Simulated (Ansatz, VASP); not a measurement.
**Two plane-wave programs on SnTe**

The input INCAR:

```
SYSTEM = SnTe
PREC = Accurate
ENCUT = 520
EDIFF = 1E-7
ISMEAR = -1
SIGMA = 0.05
LREAL = .False.
LASPH = .True.
NELM = 60
ALGO = Normal
ISIF = 2
LWAVE = .False.
LCHARG = .False.
GGA = RP
NBANDS = 17
```

Contents of KPOINTS:

```
Automatic mesh
0
Gamma
  7 7 7
  0 0 0
```

Contents of POSCAR:

```
SnTe
1.0
    0.0000000000      3.6111460000      3.6111460000
    3.6111460000      0.0000000000      3.6111460000
    3.6111460000      3.6111460000      0.0000000000
Te Sn
1 1
Direct
    0.2500000000      0.2500000000      0.2500000000
    0.0000000000      0.0000000000      0.0000000000
```

File input.yaml:

```yaml
crystal:
  lattice:
    - [0.0, 3.611146, 3.611146]
    - [3.611146, 0.0, 3.611146]
    - [3.611146, 3.611146, 0.0]
  atoms:
    - { symbol: Te, position: [0.25, 0.25, 0.25] }
    - { symbol: Sn, position: [0.0, 0.0, 0.0] }
hamiltonian:
  xc: rpbe
  pseudopotentials: { kind: paw }
kpoints:
  mp_grid: { grid: [7, 7, 7] }
  band_path:
    path:
      - [[0.0, 0.0, 0.0], [0.5, 0.0, 0.5], [0.5, 0.25, 0.75], [0.375, 0.375, 0.75], [0.0, 0.0, 0.0], [0.5, 0.5, 0.5], [0.625, 0.25, 0.625], [0.5, 0.25, 0.75], [0.5, 0.5, 0.5], [0.375, 0.375, 0.75]]
      - [[0.625, 0.25, 0.625], [0.5, 0.0, 0.5]]
    npoints: 14
scf:
  occupations: { method: fermi_dirac, width: 0.05 }
  n_extra_bands: 6
output:
  forces: true
  stress: true
  eigenvalues: true
  fatbands: false
```

Alike in both runs: functional RPBE; k mesh 7 × 7 × 7; occupations fermi-dirac, width 0.05 eV; no spin polarisation.

|  | VASP | Ansatz |
| --- | --- | --- |
| version | VASP 6.6.1 | Ansatz 0.2.0 |
| potentials or method | VASP PAW PBE potentials, release 64 (Te, Sn_d) | Ansatz PAW |
| plane-wave cutoff (eV) | 520 | 420 |
| valence electrons in the cell | 20 | 30 |
| task | single point | band structure |

```tsv
	VASP	Ansatz	Ansatz less VASP
gap on the k mesh at the Fermi level (eV)	0.42	0.42	+0.002
least direct gap on the mesh (eV)	0.89	0.89	+0.002
pressure (GPa)	0.9	0.9	+0.02
```

VASP's potentials were made for PBE, not for RPBE. VASP's potentials hold 20 valence electrons a cell and Ansatz's 30, so a difference there can come from the potentials and not from the codes.

Neither program's run includes spin-orbit coupling. Noted on Ansatz's run: the k mesh misses the band edges, so the gap on the mesh is wider than the one along the path.
